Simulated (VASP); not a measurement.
# SiNi3 (Pm-3m) in VASP: further runs

Runs on SiNi3. Level: PBE. Tasks: single point.

All numbers are computed with VASP 6.6.1; they aren't measurements. Logs are shortened: lines on timing, memory, paths and dates and some standing lists are left out, and cuts for length are marked.

### Step 1. The cell of the first run

Symmetry: Pm-3m, No. 221, cubic system. The conventional cell has a = 3.551 Å, b = 3.551 Å, c = 3.551 Å, α = 90.00°, β = 90.00°, γ = 90.00°. Si (site symmetry m-3m) has 12 Ni at 2.51 Å within 3.3 Å. Within 3.3 Å of Ni (site symmetry 4/mmm) lie 4 Si at 2.51 Å and 8 Ni at 2.51 Å.

### Step 2. Single point, PBE, collinear spin, ferromagnetic start

Contents of INCAR:

```
ALGO     = Normal         # electronic algorithm
EDIFF    = 1E-6           # SCF threshold, eV
ENCUT    = 520            # plane-wave cutoff, eV
GGA      = PE             # functional
ISIF     = 2              # what is computed and relaxed
ISMEAR   = -1             # smearing method
ISPIN    = 2              # spin polarisation
LASPH    = True           # aspherical terms in the spheres
LCHARG   = False          # write CHGCAR
LMAXMIX  = 4              # l up to which the mixer works
LORBIT   = 11             # projections on sites
LREAL    = False          # projectors in reciprocal space
LWAVE    = False          # write WAVECAR
MAGMOM   = 0 1.5 1.5 1.5  # initial moments
NBANDS   = 29             # bands
NELM     = 150            # most SCF steps
PREC     = Accurate       # precision mode
SIGMA    = 0.05           # smearing width, eV
```

Contents of KPOINTS:

```
k-points
0
Gamma
  13 13 13
```

Contents of POSCAR:

```
SiNi3
1.0
    3.5511000000      0.0000000000      0.0000000000
    0.0000000000      3.5511000000      0.0000000000
    0.0000000000      0.0000000000      3.5511000000
Si Ni
1 3
Direct
    0.0000000000      0.0000000000      0.0000000000
    0.0000000000      0.5000000000      0.5000000000
    0.5000000000      0.0000000000      0.5000000000
    0.5000000000      0.5000000000      0.0000000000
```

Potentials or basis: VASP PAW PBE potentials, release 64 (Si, Ni).

On the command line:

```sh
cat potpaw_PBE.64/Si/POTCAR potpaw_PBE.64/Ni/POTCAR > POTCAR
mpirun -np 1 vasp_std > vasp.out
```

OUTCAR:

```text
EDIFF = 1E-6
   ENCUT = 520
   GGA = PE
   ISIF = 2
   ISMEAR = -1
   ISPIN = 2
   LASPH = True
   LORBIT = 11
   LREAL = False
   NELM = 150
   PREC = Accurate

 ion  position               nearest neighbor table
   1  0.000  0.000  0.000-   2 2.51   3 2.51   4 2.51   2 2.51   3 2.51   2 2.51   4 2.51   2 2.51
                             3 2.51   4 2.51   3 2.51   4 2.51
   2  0.000  0.500  0.500-   1 2.51   3 2.51   4 2.51   1 2.51   4 2.51   1 2.51   3 2.51   1 2.51
                             3 2.51   4 2.51   4 2.51   3 2.51
   3  0.500  0.000  0.500-   1 2.51   2 2.51   4 2.51   1 2.51   4 2.51   2 2.51   4 2.51   4 2.51
                             1 2.51   2 2.51   1 2.51   2 2.51
   4  0.500  0.500  0.000-   1 2.51   2 2.51   3 2.51   2 2.51   3 2.51   1 2.51   3 2.51   3 2.51
                             1 2.51   2 2.51   2 2.51   1 2.51

  LATTYP: Found a simple cubic cell.
 ALAT       =     3.5511000000

  Lattice vectors:

 A1 = (   3.5511000000,   0.0000000000,   0.0000000000)
 A2 = (   0.0000000000,   3.5511000000,   0.0000000000)
 A3 = (   0.0000000000,   0.0000000000,   3.5511000000)

Analysis of symmetry for initial positions (statically):
=====================================================================
 Subroutine PRICEL returns:
 Original cell was already a primitive cell.

 Routine SETGRP: Setting up the symmetry group for a
 simple cubic supercell.

 Subroutine GETGRP returns: Found 48 space group operations
 (whereof 48 operations were pure point group operations)
 out of a pool of 48 trial point group operations.

The static configuration has the point symmetry O_h .

Analysis of symmetry for dynamics (positions and initial velocities):
=====================================================================
 Subroutine PRICEL returns:
 Original cell was already a primitive cell.

 Routine SETGRP: Setting up the symmetry group for a
 simple cubic supercell.

 Subroutine GETGRP returns: Found 48 space group operations
 (whereof 48 operations were pure point group operations)
 out of a pool of 48 trial point group operations.

The dynamic configuration has the point symmetry O_h .

Analysis of structural, dynamic, and magnetic symmetry:
=====================================================================
 Subroutine PRICEL returns:
 Original cell was already a primitive cell.

 Routine SETGRP: Setting up the symmetry group for a
 simple cubic supercell.

 Subroutine GETGRP returns: Found 48 space group operations
 (whereof 48 operations were pure point group operations)
 out of a pool of 48 trial point group operations.

The overall configuration has the point symmetry O_h .

 Subroutine INISYM returns: Found 48 space group operations
 (whereof 48 operations are pure point group operations),
 and found     1 'primitive' translations

----------------------------------------------------------------------------------------

                                     Primitive cell

  volume of cell :      44.7805

  direct lattice vectors                    reciprocal lattice vectors
     3.551100000  0.000000000  0.000000000     0.281602884  0.000000000  0.000000000
     0.000000000  3.551100000  0.000000000     0.000000000  0.281602884  0.000000000
     0.000000000  0.000000000  3.551100000     0.000000000  0.000000000  0.281602884

  length of vectors
     3.551100000  3.551100000  3.551100000     0.281602884  0.281602884  0.281602884

  position of ions in fractional coordinates (direct lattice)
     0.000000000  0.000000000  0.000000000
     0.000000000  0.500000000  0.500000000
     0.500000000  0.000000000  0.500000000
     0.500000000  0.500000000  0.000000000

  ion indices of the primitive-cell ions
   primitive index   ion index
                 1           1
                 2           2
                 3           3
                 4           4

----------------------------------------------------------------------------------------

 KPOINTS: k-points

Automatic generation of k-mesh.
 Grid dimensions read from file:
 generate k-points for:   13   13   13

 Generating k-lattice:

  Cartesian coordinates                     Fractional coordinates (reciprocal lattice)
     0.021661760  0.000000000  0.000000000     0.076923077  0.000000000  0.000000000
     0.000000000  0.021661760  0.000000000     0.000000000  0.076923077  0.000000000
     0.000000000  0.000000000  0.021661760     0.000000000  0.000000000  0.076923077

  Length of vectors
     0.021661760  0.021661760  0.021661760

  Shift w.r.t. Gamma in fractional coordinates (k-lattice)
     0.000000000  0.000000000  0.000000000

 Subroutine IBZKPT returns following result:
 ===========================================

 Found     84 irreducible k-points:

 Following reciprocal coordinates:
            Coordinates               Weight
  0.000000  0.000000  0.000000      1.000000
  0.076923  0.000000  0.000000      6.000000
  0.153846  0.000000  0.000000      6.000000
  0.230769  0.000000  0.000000      6.000000
  0.307692  0.000000  0.000000      6.000000
  0.384615  0.000000  0.000000      6.000000
[... 16 lines left out ...]
  0.307692  0.307692  0.000000     12.000000
  0.384615  0.307692  0.000000     24.000000
 [... further k-points ...]
   k-points           NKPTS =     84   k-points in BZ     NKDIM =     84   number of bands    NBANDS=     29
   number of dos      NEDOS =    301   number of ions     NIONS =      4
   total plane-waves  NPLWV =  21952
   dimension x,y,z NGX =    28 NGY =   28 NGZ =   28
   dimension x,y,z NGXF=    56 NGYF=   56 NGZF=   56
   ions per type =               1   3
   NGX,Y,Z   is equivalent  to a cutoff of  13.11, 13.11, 13.11 a.u.
   NGXF,Y,Z  is equivalent  to a cutoff of  26.22, 26.22, 26.22 a.u.
 SYSTEM =  unknown system
   PREC   = accura    normal or accurate (medium, high low for compatibility)
   ISTART =      0    job   : 0-new  1-cont  2-samecut
   ICHARG =      2    charge: 1-file 2-atom 10-const
   ISPIN  =      2    spin polarized calculation?
   LNONCOLLINEAR =      F non collinear calculations
   LSORBIT =      F    spin-orbit coupling
   LASPH  =      T    aspherical Exc in radial PAW
   ENCUT  =  520.0 eV  38.22 Ry    6.18 a.u.   6.60  6.60  6.60*2*pi/ulx,y,z
   NELM   =    150;   NELMIN=  2; NELMDL= -5     # of ELM steps
   EDIFF  = 0.1E-05   stopping-criterion for ELM
   LREAL  =      F    real-space projection
[... 7 lines left out ...]
   TEBEG  =    0.0;   TEEND  =   0.0 temperature during run
   PSTRESS=    0.0 pullay stress
   NELECT =      34.0000    total number of electrons
   NUPDOWN=      -1.0000    fix difference up-down
   EMIN   =  10.00;   EMAX   =-10.00  energy-range for DOS
   EFERMI =   0.00;   METHOD = LEGACY
   ISMEAR =    -1;   SIGMA  =   0.05  broadening in eV -4-tet -1-fermi 0-gaus
   EFERMI_NEDOS =   21; number of points for ismear=-14 and -15
   IALGO  =     38    algorithm
   IMIX   =      4    mixing-type and parameters
     AMIX     =   0.40;   BMIX     =  1.00
     AMIX_MAG =   1.60;   BMIX_MAG =  1.00
  volume/ion in A,a.u.               =      11.20        75.55
  Fermi-wavevector in a.u.,A,eV,Ry     =   1.493499  2.822304 30.348324  2.230539
  Thomas-Fermi vector in A             =   2.605892
   LORBIT       =     11    0 simple, 1 ext, 2 COOP (PROOUT), +10 PAW based schemes
   GGA     = PE    functional components
   LHFCALC =     F    Hartree Fock is set to
   AEXX    =    0.0000 exact exchange contribution
   IVDW    =     0    specifies the selected vdW correction
   LEPSILON=     F    determine dielectric tensor
   LRPA    =     F    only Hartree local field effects (RPA)
 spin polarized calculation
  energy-cutoff  :      520.00
  volume of cell :       44.78
 maximum number of plane-waves:      1225
 NGX is ok and might be reduce to    28
   NGX = 13   NGY = 13   NGZ = 13

 number of electron      33.9999997 magnetization      -0.0008323

 number of electron      33.9999997 magnetization       0.0009280

 Free energy of the ion-electron system (eV)
  ---------------------------------------------------
  ext. energy  EPLUGINS =         0.00000000
  ---------------------------------------------------
  free energy    TOTEN  =       -23.64964908 eV

  energy without entropy =      -23.63214483  energy(sigma->0) =      -23.64089696

 E-fermi :  10.0991     XC(G=0): -12.8890

 val. band max:       10.0916346497   @ k =   0.3846   0.3846   0.3846
 cond. band min:      10.1174387245   @ k =   0.0000   0.0000   0.0000
 fundamental gap:      0.0258040748
 Fermi energy:        10.0991117595

 spin component 1

 k-point     1 :       0.0000    0.0000    0.0000
  band No.  band energies     occupation
      1      -1.5346      1.00000
      2       5.4598      1.00000
      3       6.2669      1.00000
      4       6.2669      1.00000
      5       6.7581      1.00000
      6       6.7581      1.00000
[... 757 lines left out ...]
     28      23.2733      0.00000
     29      24.0352      0.00000

 [... further k-points ...]

 spin component 2

 k-point     1 :       0.0000    0.0000    0.0000
  band No.  band energies     occupation
      1      -1.5347      1.00000
      2       5.4599      1.00000
      3       6.2671      1.00000
      4       6.2671      1.00000
      5       6.7585      1.00000
      6       6.7585      1.00000
[... 757 lines left out ...]
     28      23.2734      0.00000
     29      24.0352      0.00000

 [... further k-points ...]

------------------------ aborting loop because EDIFF is reached ----------------------------------------

  FORCE on cell =-STRESS in cart. coord.  units (eV):
  Direction    XX          YY          ZZ          XY          YZ          ZX
  --------------------------------------------------------------------------------------
  -------------------------------------------------------------------------------------
  Total       -2.0441943     -2.0441943     -2.0441943     -0.0000000     -0.0000000      0.0000000
  in kB      -73.1381613    -73.1381613    -73.1381613     -0.0000000     -0.0000000      0.0000000
  external PRESSURE =     -73.1381613 kB  Pullay stress =       0.0000000 kB

 VOLUME and BASIS-vectors are now :
 -----------------------------------------------------------------------------
  energy-cutoff  :      520.00
  volume of cell :       44.78
      direct lattice vectors                 reciprocal lattice vectors
     3.551100000  0.000000000  0.000000000     0.281602884  0.000000000  0.000000000
     0.000000000  3.551100000  0.000000000     0.000000000  0.281602884  0.000000000
     0.000000000  0.000000000  3.551100000     0.000000000  0.000000000  0.281602884

 POSITION                                       TOTAL-FORCE (eV/Angst)
 -----------------------------------------------------------------------------------
      0.00000      0.00000      0.00000         0.000000      0.000000      0.000000
      0.00000      1.77555      1.77555         0.000000      0.000000      0.000000
      1.77555      0.00000      1.77555         0.000000      0.000000      0.000000
      1.77555      1.77555      0.00000         0.000000      0.000000      0.000000
 -----------------------------------------------------------------------------------
    total drift:                                0.000000      0.000000      0.000000

  FREE ENERGIE OF THE ION-ELECTRON SYSTEM (eV)
  ---------------------------------------------------
  free  energy   TOTEN  =       -23.6496490829 eV

  energy  without entropy=      -23.6321448287  energy(sigma->0) =      -23.64089696

 total charge

# of ion       s       p       d       tot
------------------------------------------
    1        0.730   0.800   0.000   1.530
    2        0.468   0.531   8.391   9.389
    3        0.468   0.531   8.391   9.389
    4        0.468   0.531   8.391   9.389
--------------------------------------------------
tot          2.133   2.393  25.172  29.698

 magnetization (x)

# of ion       s       p       d       tot
------------------------------------------
    1       -0.000  -0.000   0.000  -0.000
    2       -0.000  -0.000   0.000   0.000
    3       -0.000  -0.000   0.000   0.000
    4       -0.000  -0.000   0.000   0.000
--------------------------------------------------
tot         -0.000  -0.000   0.001   0.001
```

It took 85 s on 1 thread of Intel Xeon 6975P-C (Granite Rapids), shared host; peak memory 0.28 GiB.

Results:

```yaml
Free_energy: -23.6496 eV
Pressure: -7.3 GPa
Band_gap_on_the_k_mesh: zero (filled and empty bands overlap)
Net_moment: 0.00 μB per cell
Valence_electrons_inside_the_program's_atomic_spheres: Si 1.53; Ni 9.39
```

Caveat: the cell stands under tension; the moments typed at the start vanished in this run.

### Step 3. Single point, PBE, collinear spin, ferromagnetic start (11.42 Å³/atom)

This run uses another cell than the first one, of 11.42 Å³/atom.

Contents of INCAR:

```
  PREC = Accurate
  ENCUT = 520
  EDIFF = 1E-7
  ISMEAR = -1
  SIGMA = 0.05
  LREAL = F
  LASPH = T
  NELM = 150
  ALGO = Normal
  ISIF = 2
  LWAVE = F
  LCHARG = F
  ISPIN = 2
  MAGMOM = 0 1.5 1.5 1.5
  LORBIT = 11
  LMAXMIX = 4
  GGA = PE
  NBANDS = 29
```

Contents of KPOINTS:

```
Automatic mesh
0
Gamma
  13 13 13
```

Contents of POSCAR:

```
SiNi3
1.0
    3.5746179039      0.0000000000      0.0000000000
    0.0000000000      3.5746179039      0.0000000000
    0.0000000000      0.0000000000      3.5746179039
Si Ni
1 3
Direct
    0.0000000000      0.0000000000      0.0000000000
    0.0000000000      0.5000000000      0.5000000000
    0.5000000000      0.0000000000      0.5000000000
    0.5000000000      0.5000000000      0.0000000000
```

Potentials or basis: VASP PAW PBE potentials, release 64 (Si, Ni).

On the command line:

```sh
cat potpaw_PBE.64/Si/POTCAR potpaw_PBE.64/Ni/POTCAR > POTCAR
mpirun -np 1 vasp_std > vasp.out
```

Run time: 96 s. Hardware: 1 thread of Intel Xeon 6975P-C (Granite Rapids), shared host; peak memory 0.28 GiB.

Results (log left out):

```
Free energy                                           : -23.5992 eV
Pressure                                              : -10.6 GPa
Band gap on the k mesh                                : zero (filled and empty bands overlap)
Net moment                                            : 0.00 μB per cell
Valence electrons inside the program's atomic spheres : Si 1.52; Ni 9.35
```

Levels at points of the mesh, in eV from the Fermi level:
Spin up:
| k point | band 13 | band 14 | band 15 | band 16 | band 17 | band 18 | band 19 | band 20 | band 21 | band 22 |
| --- | --- | --- | --- | --- | --- | --- | --- | --- | --- | --- |
| (0.00, 0.00, 0.00) | -0.82 | -0.58 | -0.58 | -0.29 | 0.02 | 0.02 | 0.02 | 4.29 | 6.05 | 6.05 |
Spin down:
```csv
k point,band 15,band 16,band 17,band 18,band 19,band 20
"(0.00, 0.00, 0.00)",-0.58,-0.29,0.02,0.02,0.02,4.29
```

Caveat: the cell stands under tension; the moments typed at the start vanished in this run.

(Part 1 of 2 ends here.)

The gap in the log of VASP goes by the Fermi energy; the results here count the filled bands.